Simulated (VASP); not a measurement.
Wanted: the native input for a VASP 6.6.1 run.

* Task: single point
* Functional: LDA
* Potentials or basis: VASP PAW LDA potentials, release 64 (Be)
* Cutoff: 520 eV
* k mesh: 23 × 23 × 13
* Occupations: fermi-dirac, width 0.05 eV
* Spin: no spin polarisation
* Dipole correction: no
* Further INCAR settings: ALGO = Normal; EDIFF = 1e-06; NBANDS = 9

The structure of Be lies in POSCAR:

```
Be
1.0
    1.8634226482      0.0000000000      0.0000000000
   -0.9317113241      1.6137713513      0.0000000000
    0.0000000000      0.0000000000      2.9907640020
Be
2
Direct
    0.3333333333      0.6666666667      0.2500000000
    0.6666666667      0.3333333333      0.7500000000
```

These files were run (other wordings do the same):

INCAR

```
SYSTEM = Be
PREC = Accurate
ENCUT = 520
EDIFF = 1E-6
ISMEAR = -1
SIGMA = 0.05
LREAL = .False.
LASPH = .True.
NELM = 60
ALGO = Normal
ISIF = 2
LWAVE = .False.
LCHARG = .False.
NBANDS = 9
```

KPOINTS

```
Automatic mesh
0
Gamma
  23 23 13
  0 0 0
```

Potentials or basis: VASP PAW LDA potentials, release 64 (Be).

The run is started by

```bash
$ cat potpaw_LDA.64/Be/POTCAR > POTCAR
$ mpirun -np 1 vasp_std > vasp.out
```

Results of the run:

* Pressure: 161.9 GPa
* Band gap on the k mesh: zero (band 2 reaches 13.25 eV, above the bottom of band 3 at 11.45 eV)

Run time: 9.3 s on 1 thread of Intel(R) Xeon(R) Platinum 8559C (Emerald Rapids), on a shared host, peak memory 0.12 GiB.
